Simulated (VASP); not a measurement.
# LiBr (Fm-3m) in VASP: notebook

The runs below take LiBr through single point, relaxation of cell and atoms, with PBE.

All numbers are computed with VASP 6.6.1; they aren't measurements. Logs are shortened: lines on timing, memory, paths and dates and some standing lists are left out, and cuts for length are marked.

## 1. The cell of the first run

Symmetry: Fm-3m, No. 225, cubic system. Conventional cell: a = 5.619 Å, b = 5.619 Å, c = 5.619 Å, α = 90.00°, β = 90.00°, γ = 90.00°. Within 3.7 Å of Li (site symmetry m-3m) lie 6 Br at 2.81 Å. Br (site symmetry m-3m) has 6 Li at 2.81 Å within 3.7 Å.

## 2. Single point, PBE (volume scaled by 1.06)

Contents of INCAR:

```
PREC     = Accurate       # precision mode
ENCUT    = 750            # plane-wave cutoff, eV
EDIFF    = 1E-6           # SCF threshold, eV
ISMEAR   = 0              # smearing method
SIGMA    = 0.02           # smearing width, eV
LREAL    = F              # projectors in reciprocal space
LASPH    = T              # aspherical terms in the spheres
NELM     = 120            # most SCF steps
ALGO     = Normal         # electronic algorithm
ISIF     = 2              # what is computed and relaxed
LWAVE    = F              # write WAVECAR
LCHARG   = F              # write CHGCAR
GGA      = PE             # functional
NBANDS   = 12             # bands
GGA_COMPAT= F
```

Contents of KPOINTS:

```
Automatic mesh
0
Gamma
  8 8 8
```

Contents of POSCAR:

```
LiBr
1.0
    0.0000000000      2.8094452277      2.8094452277
    2.8094452277      0.0000000000      2.8094452277
    2.8094452277      2.8094452277      0.0000000000
Li Br
1 1
Direct
    0.0000000000      0.0000000000      0.0000000000
    0.5000000000      0.5000000000      0.5000000000
```

Potentials or basis: VASP PAW PBE potentials, release 64 (Li_sv, Br).

Run with:

```
> cat potpaw_PBE.64/Li_sv/POTCAR potpaw_PBE.64/Br/POTCAR > POTCAR
> mpirun -np 1 vasp_std > vasp.out
```

OUTCAR:

```text
PREC = Accurate
   ENCUT = 750
   EDIFF = 1E-6
   ISMEAR = 0
   LREAL = F
   LASPH = T
   NELM = 120
   ISIF = 2
   GGA = PE

 ion  position               nearest neighbor table
   1  0.000  0.000  0.000-
   2  0.500  0.500  0.500-

  LATTYP: Found a face centered cubic cell.
 ALAT       =     5.6188904554

  Lattice vectors:

 A1 = (   0.0000000000,   2.8094452277,   2.8094452277)
 A2 = (   2.8094452277,   0.0000000000,   2.8094452277)
 A3 = (   2.8094452277,   2.8094452277,   0.0000000000)

Analysis of symmetry for initial positions (statically):
=====================================================================
 Subroutine PRICEL returns:
 Original cell was already a primitive cell.

 Routine SETGRP: Setting up the symmetry group for a
 face centered cubic supercell.

 Subroutine GETGRP returns: Found 48 space group operations
 (whereof 48 operations were pure point group operations)
 out of a pool of 48 trial point group operations.

The static configuration has the point symmetry O_h .

Analysis of symmetry for dynamics (positions and initial velocities):
=====================================================================
 Subroutine PRICEL returns:
 Original cell was already a primitive cell.

 Routine SETGRP: Setting up the symmetry group for a
 face centered cubic supercell.

 Subroutine GETGRP returns: Found 48 space group operations
 (whereof 48 operations were pure point group operations)
 out of a pool of 48 trial point group operations.

The dynamic configuration has the point symmetry O_h .

 Subroutine INISYM returns: Found 48 space group operations
 (whereof 48 operations are pure point group operations),
 and found     1 'primitive' translations

----------------------------------------------------------------------------------------

                                     Primitive cell

  volume of cell :      44.3498

  direct lattice vectors                    reciprocal lattice vectors
     0.000000000  2.809445228  2.809445228    -0.177971080  0.177971080  0.177971080
     2.809445228  0.000000000  2.809445228     0.177971080 -0.177971080  0.177971080
     2.809445228  2.809445228  0.000000000     0.177971080  0.177971080 -0.177971080

  length of vectors
     3.973155544  3.973155544  3.973155544     0.308254952  0.308254952  0.308254952

  position of ions in fractional coordinates (direct lattice)
     0.000000000  0.000000000  0.000000000
     0.500000000  0.500000000  0.500000000

  ion indices of the primitive-cell ions
   primitive index   ion index
                 1           1
                 2           2

----------------------------------------------------------------------------------------

 KPOINTS: Automatic mesh

Automatic generation of k-mesh.
 Grid dimensions read from file:
 generate k-points for:    8    8    8

 Generating k-lattice:

  Cartesian coordinates                     Fractional coordinates (reciprocal lattice)
    -0.022246385  0.022246385  0.022246385     0.125000000  0.000000000  0.000000000
     0.022246385 -0.022246385  0.022246385     0.000000000  0.125000000  0.000000000
     0.022246385  0.022246385 -0.022246385     0.000000000  0.000000000  0.125000000

  Length of vectors
     0.038531869  0.038531869  0.038531869

  Shift w.r.t. Gamma in fractional coordinates (k-lattice)
     0.000000000  0.000000000  0.000000000

 Subroutine IBZKPT returns following result:
 ===========================================

 Found     29 irreducible k-points:

 Following reciprocal coordinates:
            Coordinates               Weight
  0.000000  0.000000  0.000000      1.000000
  0.125000  0.000000  0.000000      8.000000
  0.250000  0.000000  0.000000      8.000000
  0.375000  0.000000  0.000000      8.000000
  0.500000  0.000000  0.000000      4.000000
  0.125000  0.125000  0.000000      6.000000
[... 16 lines left out ...]
  0.500000  0.250000  0.125000     48.000000
 -0.375000  0.250000  0.125000     24.000000
 [... further k-points ...]
   k-points           NKPTS =     29   k-points in BZ     NKDIM =     29   number of bands    NBANDS=     12
   number of dos      NEDOS =    301   number of ions     NIONS =      2
   total plane-waves  NPLWV =  46656
   dimension x,y,z NGX =    36 NGY =   36 NGZ =   36
   dimension x,y,z NGXF=    72 NGYF=   72 NGZF=   72
   ions per type =               1   1
   NGX,Y,Z   is equivalent  to a cutoff of  15.06, 15.06, 15.06 a.u.
   NGXF,Y,Z  is equivalent  to a cutoff of  30.13, 30.13, 30.13 a.u.
 SYSTEM =  unknown system
   PREC   = accura    normal or accurate (medium, high low for compatibility)
   ISTART =      0    job   : 0-new  1-cont  2-samecut
   ICHARG =      2    charge: 1-file 2-atom 10-const
   ISPIN  =      1    spin polarized calculation?
   LNONCOLLINEAR =      F non collinear calculations
   LSORBIT =      F    spin-orbit coupling
   LASPH  =      T    aspherical Exc in radial PAW
   ENCUT  =  750.0 eV  55.12 Ry    7.42 a.u.   8.87  8.87  8.87*2*pi/ulx,y,z
   NELM   =    120;   NELMIN=  2; NELMDL= -5     # of ELM steps
   EDIFF  = 0.1E-05   stopping-criterion for ELM
   LREAL  =      F    real-space projection
   EDIFFG = 0.1E-04   stopping-criterion for IOM
   NSW    =      0    number of steps for IOM
   IBRION =     -1    ionic relax: 0-MD 1-quasi-New 2-CG
   NFREE  =      0    steps in history (QN), initial steepest desc. (CG)
   ISIF   =      2    stress and relaxation
   ISYM   =      2    0-nonsym 1-usesym 2-fastsym
   POTIM  = 0.5000    time-step for ionic-motion
   TEBEG  =    0.0;   TEEND  =   0.0 temperature during run
   PSTRESS=    0.0 pullay stress
   NELECT =      10.0000    total number of electrons
   NUPDOWN=      -1.0000    fix difference up-down
   EMIN   =  10.00;   EMAX   =-10.00  energy-range for DOS
   EFERMI =   0.00;   METHOD = LEGACY
   ISMEAR =     0;   SIGMA  =   0.02  broadening in eV -4-tet -1-fermi 0-gaus
   EFERMI_NEDOS =   21; number of points for ismear=-14 and -15
   IALGO  =     38    algorithm
   IMIX   =      4    mixing-type and parameters
     AMIX     =   0.40;   BMIX     =  1.00
     AMIX_MAG =   1.60;   BMIX_MAG =  1.00
  volume/ion in A,a.u.               =      22.17       149.64
  Fermi-wavevector in a.u.,A,eV,Ry     =   0.996424  1.882969 13.508696  0.992861
  Thomas-Fermi vector in A             =   2.128512
   LORBIT       =      0    0 simple, 1 ext, 2 COOP (PROOUT), +10 PAW based schemes
   GGA     = PE    functional components
   LHFCALC =     F    Hartree Fock is set to
   AEXX    =    0.0000 exact exchange contribution
   IVDW    =     0    specifies the selected vdW correction
   LEPSILON=     F    determine dielectric tensor
   LRPA    =     F    only Hartree local field effects (RPA)
 non-spin polarized calculation
 Gauss-broadening in eV      SIGMA  =   0.02
  energy-cutoff  :      750.00
  volume of cell :       44.35
 maximum number of plane-waves:      2120
   NGX = 17   NGY = 17   NGZ = 17

 number of electron      10.0000000 magnetization

 number of electron       9.9999998 magnetization

 Free energy of the ion-electron system (eV)
  ---------------------------------------------------
  ext. energy  EPLUGINS =         0.00000000
  ---------------------------------------------------
  free energy    TOTEN  =        -6.63041971 eV

  energy without entropy =       -6.63041971  energy(sigma->0) =       -6.63041971

 E-fermi :   0.0194     XC(G=0):  -8.1645

 val. band max:       -0.1140818829   @ k =   0.0000   0.0000   0.0000
 cond. band min:       4.5667708538   @ k =   0.0000   0.0000   0.0000
 fundamental gap:      4.6808527368
 Fermi energy:         0.0194305783

 k-point     1 :       0.0000    0.0000    0.0000
  band No.  band energies     occupation
      1     -44.6196      2.00000
      2     -13.3436      2.00000
      3      -0.1141      2.00000
      4      -0.1141      2.00000
      5      -0.1141      2.00000
      6       4.5668      0.00000
      7      10.3307      0.00000
      8      10.3307      0.00000
      9      10.3307      0.00000
     10      11.8400      0.00000
     11      11.8400      0.00000
     12      11.8400      0.00000

 k-point     2 :       0.1250    0.0000    0.0000
  band No.  band energies     occupation
      1     -44.6194      2.00000
      2     -13.2894      2.00000
      3      -0.6466      2.00000
      4      -0.1515      2.00000
      5      -0.1515      2.00000
      6       5.0793      0.00000
      7       9.5635      0.00000
      8      10.1003      0.00000
      9      10.1003      0.00000
     10      11.1605      0.00000
     11      11.1605      0.00000
     12      12.2186      0.00000

 k-point     3 :       0.2500    0.0000    0.0000
  band No.  band energies     occupation
      1     -44.6192      2.00000
      2     -13.1531      2.00000
      3      -1.6398      2.00000
      4      -0.2372      2.00000
      5      -0.2372      2.00000
      6       5.6718      0.00000
      7       9.0046      0.00000
      8       9.0046      0.00000
      9       9.3669      0.00000
     10      12.0779      0.00000
     11      12.0779      0.00000
     12      12.5769      0.00000

 k-point     4 :       0.3750    0.0000    0.0000
  band No.  band energies     occupation
      1     -44.6189      2.00000
      2     -13.0080      2.00000
      3      -2.4351      2.00000
      4      -0.3167      2.00000
      5      -0.3167      2.00000
      6       5.5955      0.00000
      7       8.2328      0.00000
      8       8.2328      0.00000
      9      10.3694      0.00000
     10      13.0589      0.00000
     11      13.7475      0.00000
     12      13.7475      0.00000

 k-point     5 :       0.5000    0.0000    0.0000
  band No.  band energies     occupation
      1     -44.6188      2.00000
      2     -12.9450      2.00000
      3      -2.7318      2.00000
      4      -0.3480      2.00000
      5      -0.3480      2.00000
      6       5.4761      0.00000
      7       7.9681      0.00000
      8       7.9681      0.00000
      9      11.0236      0.00000
     10      13.6332      0.00000
     11      15.3223      0.00000
     12      15.3223      0.00000
[... 228 lines left out ...]
      1     -44.6186      2.00000
      2     -12.7877      2.00000
      3      -2.7117      2.00000
      4      -1.1313      2.00000
      5      -1.1313      2.00000
      6       6.0357      0.00000
      7       7.0934      0.00000
      8      10.9983      0.00000
      9      11.9056      0.00000
     10      11.9056      0.00000
     11      15.3017      0.00000
     12      16.9869      0.00000

 k-point    22 :       0.3750    0.2500    0.1250
  band No.  band energies     occupation
      1     -44.6190      2.00000
      2     -13.0445      2.00000
      3      -1.8242      2.00000
      4      -0.9080      2.00000
      5      -0.4242      2.00000
      6       6.8125      0.00000
      7       7.9673      0.00000
      8       8.4501      0.00000
      9       9.8437      0.00000
     10      11.2301      0.00000
     11      14.2978      0.00000
     12      14.5516      0.00000

 k-point    23 :       0.5000    0.2500    0.1250
  band No.  band energies     occupation
      1     -44.6188      2.00000
      2     -12.9222      2.00000
      3      -2.2739      2.00000
      4      -1.2228      2.00000
      5      -0.5705      2.00000
      6       6.9419      0.00000
      7       7.7185      0.00000
      8       8.8941      0.00000
      9       9.6389      0.00000
     10      12.2692      0.00000
     11      14.9716      0.00000
     12      15.3001      0.00000

 k-point    24 :      -0.3750    0.2500    0.1250
  band No.  band energies     occupation
      1     -44.6187      2.00000
      2     -12.8696      2.00000
      3      -2.4661      2.00000
      4      -1.3101      2.00000
      5      -0.6547      2.00000
      6       6.8356      0.00000
      7       7.6687      0.00000
      8       8.9537      0.00000
      9      10.1733      0.00000
     10      13.1748      0.00000
     11      13.4895      0.00000
     12      16.0724      0.00000

 [... further k-points ...]
[... 5 lines left out ...]
  --------------------------------------------------------------------------------------
  -------------------------------------------------------------------------------------
  Total       -0.3756530     -0.3756530     -0.3756530     -0.0000000      0.0000000      0.0000000
  in kB      -13.5708083    -13.5708083    -13.5708083     -0.0000000      0.0000000      0.0000000
  external PRESSURE =     -13.5708083 kB  Pullay stress =       0.0000000 kB

 VOLUME and BASIS-vectors are now :
 -----------------------------------------------------------------------------
  energy-cutoff  :      750.00
  volume of cell :       44.35
      direct lattice vectors                 reciprocal lattice vectors
     0.000000000  2.809445228  2.809445228    -0.177971080  0.177971080  0.177971080
     2.809445228  0.000000000  2.809445228     0.177971080 -0.177971080  0.177971080
     2.809445228  2.809445228  0.000000000     0.177971080  0.177971080 -0.177971080

 POSITION                                       TOTAL-FORCE (eV/Angst)
 -----------------------------------------------------------------------------------
      0.00000      0.00000      0.00000        -0.000000     -0.000000      0.000000
      2.80945      2.80945      2.80945         0.000000      0.000000     -0.000000
 -----------------------------------------------------------------------------------
    total drift:                                0.000000      0.000000      0.000000

  FREE ENERGIE OF THE ION-ELECTRON SYSTEM (eV)
  ---------------------------------------------------
  free  energy   TOTEN  =        -6.6304197147 eV

  energy  without entropy=       -6.6304197147  energy(sigma->0) =       -6.63041971
```

Wall time 18 s (1 thread of Intel Xeon Platinum 8375C at 2.90GHz (Ice Lake), shared host); peak memory 0.21 GiB.

Results:

```yaml
Free_energy: -6.6304 eV
Pressure: -1.4 GPa
Band_gap_on_the_k_mesh: 4.68 eV, direct
```

## 3. Single point, PBE (volume scaled by 1.10)

Contents of INCAR:

```
  ALGO = Normal
  EDIFF = 1E-6
  ENCUT = 750
  GGA = PE
  GGA_COMPAT = False
  ISIF = 2
  ISMEAR = 0
  LASPH = True
  LCHARG = False
  LREAL = False
  LWAVE = False
  NBANDS = 12
  NELM = 120
  PREC = Accurate
  SIGMA = 0.02
```

Contents of KPOINTS:

```
k-points
0
Gamma
  8 8 8
```

Contents of POSCAR:

```
LiBr
1.0
    0.0000000000      2.8443487373      2.8443487373
    2.8443487373      0.0000000000      2.8443487373
    2.8443487373      2.8443487373      0.0000000000
Li Br
1 1
Direct
    0.0000000000      0.0000000000      0.0000000000
    0.5000000000      0.5000000000      0.5000000000
```

Potentials or basis: VASP PAW PBE potentials, release 64 (Li_sv, Br).

Run with:

```
> cat potpaw_PBE.64/Li_sv/POTCAR potpaw_PBE.64/Br/POTCAR > POTCAR
> mpirun -np 1 vasp_std > vasp.out
```

It took 16 s on 1 thread of Intel Xeon Platinum 8375C at 2.90GHz (Ice Lake), shared host; peak memory 0.2 GiB.

Results (log left out):

```yaml
Free_energy: -6.6129 eV
Pressure: -2.0 GPa
Band_gap_on_the_k_mesh: 4.54 eV, direct
```

Levels at points of the mesh, in eV from the valence-band top:
| k point | band 1 | band 2 | band 3 | band 4 | band 5 | band 6 | band 7 | band 8 | band 9 | band 10 |
| --- | --- | --- | --- | --- | --- | --- | --- | --- | --- | --- |
| (0.00, 0.00, 0.00) | -44.58 | -13.12 | 0.00 | 0.00 | 0.00 | 4.54 | 10.41 | 10.41 | 10.41 | 11.78 |
| (0.50, 0.00, 0.00) | -44.58 | -12.76 | -2.48 | -0.22 | -0.22 | 5.57 | 8.06 | 8.06 | 10.79 | 13.58 |
| (0.50, 0.50, 0.00) | -44.58 | -12.62 | -2.45 | -0.95 | -0.95 | 6.09 | 7.25 | 10.83 | 11.78 | 11.78 |

(Part 1 of 2 ends here.)
